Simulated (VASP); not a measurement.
# SnTe: single point with PBEsol

SnTe:

```
CELL_PARAMETERS angstrom
3.82499 0.00000 0.00000
0.00000 3.82499 0.00000
0.00000 0.00000 3.82499
ATOMIC_POSITIONS crystal
Te 0.50000 0.50000 0.50000
Sn 0.00000 0.00000 0.00000
```

This cell differs from its parent crystal: volume scaled by 0.94.

```
Program             : VASP 6.6.1
Task                : single point
Functional          : PBEsol
Potentials or basis : VASP PAW PBE potentials, release 64 (Te, Sn_d)
Cutoff              : 520 eV
k mesh              : 7 × 7 × 7
Occupations         : fermi-dirac, width 0.05 eV
Spin                : no spin polarisation
```

```json
{
  "Pressure": "-1.6 GPa",
  "Band gap on the k mesh": "zero (band 10 reaches 7.93 eV, above the bottom of band 11 at 6.60 eV)"
}
```

Levels at points of the mesh, in eV from the Fermi level:
| k point | band 6 | band 7 | band 8 | band 9 | band 10 | band 11 | band 12 | band 13 | band 14 | band 15 |
| --- | --- | --- | --- | --- | --- | --- | --- | --- | --- | --- |
| (0.00, 0.00, 0.00) | -12.74 | -5.08 | -1.85 | -1.85 | -1.85 | 3.46 | 3.46 | 5.81 | 5.81 | 5.81 |

Wall time 31 s on 1 thread of AMD EPYC 7R13, on a shared host, peak memory 0.14 GiB.

Caveat: the PAW data sets were made with another functional, which shifts forces and pressure a little; spin-orbit coupling is left out, which moves the levels of the heavy elements.
